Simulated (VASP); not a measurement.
Al3Pt: single point with PBE

Crystal: Al3Pt.

```xyz
4
Lattice="0.0000 3.1030 3.1030 3.1030 0.0000 3.1030 3.1030 3.1030 0.0000" Properties=species:S:1:pos:R:3 pbc="T T T"
Al    3.1030    3.1030    3.1030
Al    4.6545    4.6545    4.6545
Al    1.5515    1.5515    1.5515
Pt    0.0000    0.0000    0.0000
```

| Item | Value |
| --- | --- |
| Program | VASP 6.6.1 |
| Task | single point |
| Functional | PBE |
| Potentials or basis | VASP PAW PBE potentials, release 64 (Al, Pt) |
| Cutoff | 520 eV |
| k mesh | 6 × 6 × 6 |
| Occupations | gaussian, width 0.1 eV |
| Spin | no spin polarisation |
| Dipole correction | no |
| Further INCAR settings | ALGO = Normal; EDIFF = 1e-06; NBANDS = 18 |

The pressure is 5.0 GPa.

Levels at points of the mesh, in eV from the Fermi level:
| k point | band 6 | band 7 | band 8 | band 9 | band 10 | band 11 | band 12 | band 13 | band 14 | band 15 |
| --- | --- | --- | --- | --- | --- | --- | --- | --- | --- | --- |
| (0.00, 0.00, 0.00) | -4.05 | -0.22 | -0.22 | -0.22 | 0.81 | 2.39 | 2.74 | 2.74 | 2.74 | 3.61 |
| (0.50, 0.00, 0.00) | -3.81 | -3.81 | -0.71 | -0.71 | -0.63 | 1.35 | 1.35 | 2.87 | 6.06 | 6.06 |
| (0.50, 0.50, 0.00) | -3.92 | -3.84 | -3.84 | -3.58 | -0.68 | 0.96 | 6.41 | 6.41 | 6.48 | 6.87 |

Wall time 12 s on 1 thread of Intel(R) Xeon(R) 6975P-C (Granite Rapids), on a shared host, peak memory 0.2 GiB.

Caveat: spin-orbit coupling is left out, which moves the levels of the heavy elements.
